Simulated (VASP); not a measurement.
Here is a VASP 6.6.1 calculation.

Contents of POSCAR:

```
HfC
1.0
    3.1999393686     -0.0000000743      0.0006895632
   -0.0000000743      3.1999393686      0.0006895632
    1.6004850149      1.6004850149      2.3452500539
Hf C
1 1
Direct
    0.0000000000      0.0000000000      0.0000000000
    0.5000000000      0.5000000000      0.0000000000
```

The input INCAR.step1:

```
SYSTEM = HfC
PREC = Accurate ; ENCUT = 520
ISMEAR = 0 ; SIGMA = 0.1
LREAL = .FALSE. ; LASPH = .TRUE.
NELM = 80 ; NBANDS = 14
ISYM = 0 ; GGA = PE
ALGO = Normal ; EDIFF = 1E-4
LWAVE = .TRUE. ; LCHARG = .FALSE.
```

The input INCAR.step2:

```
SYSTEM = HfC
PREC = Accurate ; ENCUT = 520
EDIFF = 1E-7 ; ISMEAR = 0
SIGMA = 0.1 ; LREAL = .FALSE.
LASPH = .TRUE. ; NELM = 80
ALGO = Normal ; ISIF = 2
LWAVE = .FALSE. ; LCHARG = .FALSE.
METAGGA = R2SCAN ; LMIXTAU = .TRUE.
NBANDS = 14 ; ISYM = 0
ISTART = 1
```

Contents of KPOINTS:

```
regular mesh
0
G
  11 11 14
  0 0 0
```

Potentials or basis: VASP PAW PBE potentials, release 64 (Hf_pv, C).

Launch:

```sh
$ cat potpaw_PBE.64/Hf_pv/POTCAR potpaw_PBE.64/C/POTCAR > POTCAR
$ cp INCAR.step1 INCAR
$ mpirun -np 1 vasp_std > vasp.out
$ cp INCAR.step2 INCAR
$ mpirun -np 1 vasp_std > vasp.out
```

Task: Predict the band gap on the k mesh.

Result: Zero (bands 7 and 8 overlap by 1.62 eV).

Task: Estimate the pressure.

Result: 10.4 GPa.

Stress tensor (GPa, compression positive):
```
16.02  0.02  0.00
 0.02 16.02  0.00
 0.00  0.00 -0.97
```

Caveat: the stress differs along the axes, from -1 to 16 GPa; the PAW data sets were made with another functional, which shifts forces and pressure a little; spin-orbit coupling is left out, which moves the levels of the heavy elements.
